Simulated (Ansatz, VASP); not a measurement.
Be4ZnTe in VASP and in Ansatz

```
CELL_PARAMETERS angstrom
2.15717 -5.50055 0.00000
2.15717 5.50055 0.00000
0.00000 0.00000 3.76714
ATOMIC_POSITIONS crystal
Be 0.76726 0.23274 0.00000
Be 0.23274 0.76726 0.00000
Be 0.50000 0.00000 0.50000
Be 0.00000 0.50000 0.50000
Zn 0.50000 0.50000 0.50000
Te 0.00000 0.00000 0.00000
```

Change from the starting cell: species swapped into the CeAlCo4 type (Cmmm, No. 65).

Alike in both runs: functional PBE; k mesh 4 × 4 × 4; occupations gaussian, width 0.2 eV; no spin polarisation.

Ansatz relaxed the structure, and its values are those at the end. VASP's run is a single point on that final structure, the one shown.

|  | VASP | Ansatz |
| --- | --- | --- |
| version | VASP 6.6.1 | Ansatz 0.2.0 |
| potentials or method | VASP PAW PBE potentials, release 64 (Be, Zn, Te), cutoff 600 eV | scalar-relativistic, plane waves, PAW |
| valence electrons in the cell | 26 | 36 |

```csv
,VASP,Ansatz,Ansatz less VASP
gap on the k mesh at the Fermi level (eV),none,none,-
pressure (GPa),0.1,0.0,-0.09
rms of the force components (eV/Å),0.025,0.024,-0.0008
```

A gap of «none» marks a metal or a gap that the smearing closes. VASP's potentials hold 26 valence electrons a cell and Ansatz's 36, so a difference there can come from the potentials and not from the codes.

The k mesh is coarse, so the values compare programs but aren't converged. Neither program's run includes spin-orbit coupling.
